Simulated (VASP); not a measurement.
Write the native input for VASP 6.6.1 that does the following.

```
Task                   : single point
Functional             : PBE
Potentials or basis    : VASP PAW PBE potentials, release 64 (Mo_sv)
Cutoff                 : 520 eV
k mesh                 : 11 × 11 × 1
Occupations            : gaussian, width 0.1 eV
Spin                   : no spin polarisation
Dipole correction      : yes
Further INCAR settings : ALGO = Fast; EDIFF = 1e-06; NBANDS = 66
```

The structure of Mo lies in POSCAR:

```
Mo
1.0
    3.1604388711      0.0000000000      0.0000000000
    0.0000000000      3.1604388711      0.0000000000
    0.0000000000      0.0000000000     26.0615360489
Mo
8
Direct
    0.5000000000      0.5000000000      0.2877804281
    0.0000000000      0.0000000000      0.3484145915
    0.5000000000      0.5000000000      0.4090487549
    0.0000000000      0.0000000000      0.4696829183
    0.5000000000      0.5000000000      0.5303170817
    0.0000000000      0.0000000000      0.5909512451
    0.5000000000      0.5000000000      0.6515854085
    0.0000000000      0.0000000000      0.7122195719
```

The input as run:

INCAR

```
SYSTEM = Mo
ALGO = Fast
DIPOL = 0.5 0.5 0.500
EDIFF = 1E-6
ENCUT = 520
GGA = PE
IDIPOL = 3
ISIF = 2
ISMEAR = 0
LASPH = .TRUE.
LCHARG = .FALSE.
LDIPOL = .TRUE.
LREAL = .FALSE.
LWAVE = .FALSE.
NBANDS = 66
NELM = 100
PREC = Accurate
SIGMA = 0.1
```

KPOINTS

```
k-points
0
G
  11 11 1
  0 0 0
```

Potentials or basis: VASP PAW PBE potentials, release 64 (Mo_sv).

Command:

```sh
$ cat potpaw_PBE.64/Mo_sv/POTCAR > POTCAR
$ mpirun -np 1 vasp_std > vasp.out
```

Results of the run:

```json
{
  "Largest force": "1.591 eV/Å",
  "Band gap on the k mesh": "zero (bands 56 and 57 overlap by 1.74 eV)"
}
```

Run time: 8.4 min on 1 thread of AMD EPYC 9R45 96-Core Processor (Zen 5) (shared host), peak memory 0.42 GiB.
